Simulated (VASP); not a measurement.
# Cu (P6/mmm) in VASP: a series of runs, part 2 of 2

VASP 6.6.1. Earlier steps stand in the parts before.

## 3. Single point, PBE

This run uses another cell than the first one: it holds 3 atoms, not 1.

Contents of INCAR:

```
PREC     = Accurate       # precision mode
ENCUT    = 520            # plane-wave cutoff, eV
EDIFF    = 1E-7           # SCF threshold, eV
ISMEAR   = -1             # smearing method
SIGMA    = 0.05           # smearing width, eV
LREAL    = F              # projectors in reciprocal space
LASPH    = T              # aspherical terms in the spheres
NELM     = 100            # most SCF steps
ALGO     = Normal         # electronic algorithm
ISIF     = 2              # what is computed and relaxed
LWAVE    = F              # write WAVECAR
LCHARG   = F              # write CHGCAR
GGA      = PE             # functional
NBANDS   = 24             # bands
```

Contents of KPOINTS:

```
regular mesh
0
Gamma
  9 9 12
```

Contents of POSCAR:

```
Cu
1.0
    4.1712113890      0.0000000000      0.0000000000
   -2.0856056945      3.6123750274      0.0000000000
    0.0000000000      0.0000000000      2.4967217251
Cu
3
Direct
    0.0000000000      0.0000000000      0.0000000000
    0.3333333333      0.6666666667      0.5000000000
    0.6666666667      0.3333333333      0.5000000000
```

Potentials or basis: VASP PAW PBE potentials, release 64 (Cu).

Started as:

```sh
$ cat potpaw_PBE.64/Cu/POTCAR > POTCAR
$ mpirun -np 1 vasp_std > vasp.out
```

OUTCAR:

```text
PREC = Accurate
   ENCUT = 520
   EDIFF = 1E-7
   ISMEAR = -1
   LREAL = F
   LASPH = T
   NELM = 100
   ISIF = 2
   GGA = PE

 ion  position               nearest neighbor table
   1  0.000  0.000  0.000-   2 2.71   3 2.71   2 2.71   3 2.71   2 2.71   2 2.71   3 2.71   3 2.71
                             3 2.71   3 2.71   2 2.71   2 2.71
   2  0.333  0.667  0.500-   3 2.41   3 2.41   3 2.41   1 2.71   1 2.71   1 2.71   1 2.71   1 2.71
                             1 2.71
   3  0.667  0.333  0.500-   2 2.41   2 2.41   2 2.41   1 2.71   1 2.71   1 2.71   1 2.71   1 2.71
                             1 2.71

  LATTYP: Found a hexagonal cell.
 ALAT       =     4.1712113890
 C/A-ratio  =     0.5985603443

  Lattice vectors:

 A1 = (   4.1712113890,   0.0000000000,   0.0000000000)
 A2 = (  -2.0856056945,   3.6123750274,   0.0000000000)
 A3 = (   0.0000000000,   0.0000000000,   2.4967217251)

Analysis of symmetry for initial positions (statically):
=====================================================================
 Subroutine PRICEL returns:
 Original cell was already a primitive cell.

 Routine SETGRP: Setting up the symmetry group for a
 hexagonal supercell.

 Subroutine GETGRP returns: Found 24 space group operations
 (whereof 24 operations were pure point group operations)
 out of a pool of 24 trial point group operations.

The static configuration has the point symmetry D_6h.

Analysis of symmetry for dynamics (positions and initial velocities):
=====================================================================
 Subroutine PRICEL returns:
 Original cell was already a primitive cell.

 Routine SETGRP: Setting up the symmetry group for a
 hexagonal supercell.

 Subroutine GETGRP returns: Found 24 space group operations
 (whereof 24 operations were pure point group operations)
 out of a pool of 24 trial point group operations.

The dynamic configuration has the point symmetry D_6h.

 Subroutine INISYM returns: Found 24 space group operations
 (whereof 24 operations are pure point group operations),
 and found     1 'primitive' translations

----------------------------------------------------------------------------------------

                                     Primitive cell

  volume of cell :      37.6206

  direct lattice vectors                    reciprocal lattice vectors
     4.171211389  0.000000000  0.000000000     0.239738509  0.138413093  0.000000000
    -2.085605694  3.612375027  0.000000000     0.000000000  0.276826186  0.000000000
     0.000000000  0.000000000  2.496721725     0.000000000  0.000000000  0.400525213

  length of vectors
     4.171211389  4.171211389  2.496721725     0.276826186  0.276826186  0.400525213

  position of ions in fractional coordinates (direct lattice)
     0.000000000  0.000000000  0.000000000
     0.333333333  0.666666667  0.500000000
     0.666666667  0.333333333  0.500000000

  ion indices of the primitive-cell ions
   primitive index   ion index
                 1           1
                 2           2
                 3           3

----------------------------------------------------------------------------------------

 KPOINTS: regular mesh

Automatic generation of k-mesh.
 Grid dimensions read from file:
 generate k-points for:    9    9   12

 Generating k-lattice:

  Cartesian coordinates                     Fractional coordinates (reciprocal lattice)
     0.026637612  0.015379233  0.000000000     0.111111111  0.000000000  0.000000000
     0.000000000  0.030758465  0.000000000     0.000000000  0.111111111  0.000000000
     0.000000000  0.000000000  0.033377101     0.000000000  0.000000000  0.083333333

  Length of vectors
     0.030758465  0.030758465  0.033377101

  Shift w.r.t. Gamma in fractional coordinates (k-lattice)
     0.000000000  0.000000000  0.000000000

 Subroutine IBZKPT returns following result:
 ===========================================

 Found     84 irreducible k-points:

 Following reciprocal coordinates:
            Coordinates               Weight
  0.000000  0.000000  0.000000      1.000000
  0.111111  0.000000  0.000000      6.000000
  0.222222  0.000000  0.000000      6.000000
  0.333333  0.000000  0.000000      6.000000
  0.444444  0.000000  0.000000      6.000000
  0.111111  0.111111  0.000000      6.000000
[... 16 lines left out ...]
  0.333333  0.222222  0.083333     24.000000
  0.333333  0.333333  0.083333      4.000000
 [... further k-points ...]
   k-points           NKPTS =     84   k-points in BZ     NKDIM =     84   number of bands    NBANDS=     24
   number of dos      NEDOS =    301   number of ions     NIONS =      3
   total plane-waves  NPLWV =  20480
   dimension x,y,z NGX =    32 NGY =   32 NGZ =   20
   dimension x,y,z NGXF=    64 NGYF=   64 NGZF=   40
   ions per type =               3
   NGX,Y,Z   is equivalent  to a cutoff of  12.75, 12.75, 13.32 a.u.
   NGXF,Y,Z  is equivalent  to a cutoff of  25.51, 25.51, 26.63 a.u.
 SYSTEM =  unknown system
   PREC   = accura    normal or accurate (medium, high low for compatibility)
   ISTART =      0    job   : 0-new  1-cont  2-samecut
   ICHARG =      2    charge: 1-file 2-atom 10-const
   ISPIN  =      1    spin polarized calculation?
   LNONCOLLINEAR =      F non collinear calculations
   LSORBIT =      F    spin-orbit coupling
   LASPH  =      T    aspherical Exc in radial PAW
   ENCUT  =  520.0 eV  38.22 Ry    6.18 a.u.   7.76  7.76  4.64*2*pi/ulx,y,z
   NELM   =    100;   NELMIN=  2; NELMDL= -5     # of ELM steps
   EDIFF  = 0.1E-06   stopping-criterion for ELM
   LREAL  =      F    real-space projection
   EDIFFG = 0.1E-05   stopping-criterion for IOM
   NSW    =      0    number of steps for IOM
   IBRION =     -1    ionic relax: 0-MD 1-quasi-New 2-CG
   NFREE  =      0    steps in history (QN), initial steepest desc. (CG)
   ISIF   =      2    stress and relaxation
   ISYM   =      2    0-nonsym 1-usesym 2-fastsym
   POTIM  = 0.5000    time-step for ionic-motion
   TEBEG  =    0.0;   TEEND  =   0.0 temperature during run
   PSTRESS=    0.0 pullay stress
   NELECT =      33.0000    total number of electrons
   NUPDOWN=      -1.0000    fix difference up-down
   EMIN   =  10.00;   EMAX   =-10.00  energy-range for DOS
   EFERMI =   0.00;   METHOD = LEGACY
   ISMEAR =    -1;   SIGMA  =   0.05  broadening in eV -4-tet -1-fermi 0-gaus
   EFERMI_NEDOS =   21; number of points for ismear=-14 and -15
   IALGO  =     38    algorithm
   IMIX   =      4    mixing-type and parameters
     AMIX     =   0.40;   BMIX     =  1.00
     AMIX_MAG =   1.60;   BMIX_MAG =  1.00
  volume/ion in A,a.u.               =      12.54        84.63
  Fermi-wavevector in a.u.,A,eV,Ry     =   1.567128  2.961442 33.414407  2.455890
  Thomas-Fermi vector in A             =   2.669354
   LORBIT       =      0    0 simple, 1 ext, 2 COOP (PROOUT), +10 PAW based schemes
   GGA     = PE    functional components
   LHFCALC =     F    Hartree Fock is set to
   AEXX    =    0.0000 exact exchange contribution
   IVDW    =     0    specifies the selected vdW correction
   LEPSILON=     F    determine dielectric tensor
   LRPA    =     F    only Hartree local field effects (RPA)
 non-spin polarized calculation
  energy-cutoff  :      520.00
  volume of cell :       37.62
 maximum number of plane-waves:      1036
 NGX is ok and might be reduce to    32

 number of electron      33.0000011 magnetization

 Free energy of the ion-electron system (eV)
  ---------------------------------------------------
  ext. energy  EPLUGINS =         0.00000000
  ---------------------------------------------------
  free energy    TOTEN  =       -10.94993190 eV

  energy without entropy =      -10.94317345  energy(sigma->0) =      -10.94655267

 E-fermi :   6.8799     XC(G=0): -12.3740

 val. band max:        6.8443195552   @ k =   0.2222   0.1111   0.0833
 cond. band min:       6.8918917077   @ k =   0.3333   0.2222   0.3333
 fundamental gap:      0.0475721525
 Fermi energy:         6.8798880384

 k-point     1 :       0.0000    0.0000    0.0000
  band No.  band energies     occupation
      1      -2.0311      2.00000
      2       2.6043      2.00000
      3       3.4551      2.00000
      4       3.4551      2.00000
      5       3.4649      2.00000
      6       3.5119      2.00000
[... 637 lines left out ...]
     23      23.7943      0.00000
     24      23.7943      0.00000

 [... further k-points ...]

------------------------ aborting loop because EDIFF is reached ----------------------------------------

  FORCE on cell =-STRESS in cart. coord.  units (eV):
  Direction    XX          YY          ZZ          XY          YZ          ZX
  --------------------------------------------------------------------------------------
  -------------------------------------------------------------------------------------
  Total       -0.7432791     -0.7432791     -0.7651964      0.0000000      0.0000000      0.0000000
  in kB      -31.6546359    -31.6546359    -32.5880458      0.0000000      0.0000000      0.0000000
  external PRESSURE =     -31.9657726 kB  Pullay stress =       0.0000000 kB

 VOLUME and BASIS-vectors are now :
 -----------------------------------------------------------------------------
  energy-cutoff  :      520.00
  volume of cell :       37.62
      direct lattice vectors                 reciprocal lattice vectors
     4.171211389  0.000000000  0.000000000     0.239738509  0.138413093  0.000000000
    -2.085605694  3.612375027  0.000000000     0.000000000  0.276826186  0.000000000
     0.000000000  0.000000000  2.496721725     0.000000000  0.000000000  0.400525213

 POSITION                                       TOTAL-FORCE (eV/Angst)
 -----------------------------------------------------------------------------------
      0.00000      0.00000      0.00000        -0.000000      0.000000      0.000000
     -0.00000      2.40825      1.24836        -0.000000      0.000000      0.000000
      2.08561      1.20413      1.24836         0.000000      0.000000      0.000000
 -----------------------------------------------------------------------------------
    total drift:                               -0.000000      0.000000      0.000000

  FREE ENERGIE OF THE ION-ELECTRON SYSTEM (eV)
  ---------------------------------------------------
  free  energy   TOTEN  =       -10.9499318974 eV

  energy  without entropy=      -10.9431734505  energy(sigma->0) =      -10.94655267
```

It took 69 s on 1 thread of Intel Xeon Platinum 8375C at 2.90GHz (Ice Lake), shared host; peak memory 0.19 GiB.

Results:

- Free energy: -10.9499 eV
- Pressure: -3.2 GPa

## 4. Single point, PBE

Contents of INCAR:

```
  PREC = Accurate
  ENCUT = 520
  EDIFF = 1E-7
  ISMEAR = -1
  SIGMA = 0.05
  LREAL = False
  LASPH = True
  NELM = 100
  ALGO = Normal
  ISIF = 2
  LWAVE = False
  LCHARG = False
  GGA = PE
  NBANDS = 12
```

Contents of KPOINTS:

```
regular mesh
0
Gamma
  18 18 16
```

Contents of POSCAR:

```
Cu
1.0
    2.5124720466      0.0000000000      0.0000000000
   -1.2562360233      2.1758646187      0.0000000000
    0.0000000000      0.0000000000      2.4643220364
Cu
1
Direct
    0.0000000000      0.0000000000      0.0000000000
```

Started as:

```sh
$ cat potpaw_PBE.64/Cu/POTCAR > POTCAR
$ mpirun -np 1 vasp_std > vasp.out
```

Wall time 20 s (1 thread of Intel Xeon 6975P-C (Granite Rapids), shared host); peak memory 0.16 GiB.

Results (log left out):

| Property | Result |
| --- | --- |
| Free energy | -3.4638 eV |
| Pressure | -3.3 GPa |

Stress tensor (GPa, compression positive):
```
-3.20  0.00  0.00
 0.00 -3.20  0.00
 0.00  0.00 -3.47
```

Levels at points of the mesh, in eV from the Fermi level:
| k point | band 2 | band 3 | band 4 | band 5 | band 6 | band 7 | band 8 | band 9 | band 10 | band 11 |
| --- | --- | --- | --- | --- | --- | --- | --- | --- | --- | --- |
| (0.00, 0.00, 0.00) | -3.81 | -2.68 | -2.68 | -1.42 | -1.42 | 15.99 | 20.38 | 22.32 | 23.27 | 23.27 |
| (0.50, 0.00, 0.00) | -3.40 | -2.23 | -1.58 | -1.27 | -0.54 | 3.35 | 15.01 | 19.69 | 23.55 | 24.23 |
| (0.00, 0.00, 0.50) | -2.52 | -2.52 | -2.01 | -2.01 | -1.72 | 1.43 | 26.49 | 28.29 | 29.12 | 29.12 |
| (0.50, 0.00, 0.50) | -3.74 | -2.33 | -1.23 | -1.01 | 4.60 | 5.60 | 10.03 | 10.69 | 20.82 | 21.57 |
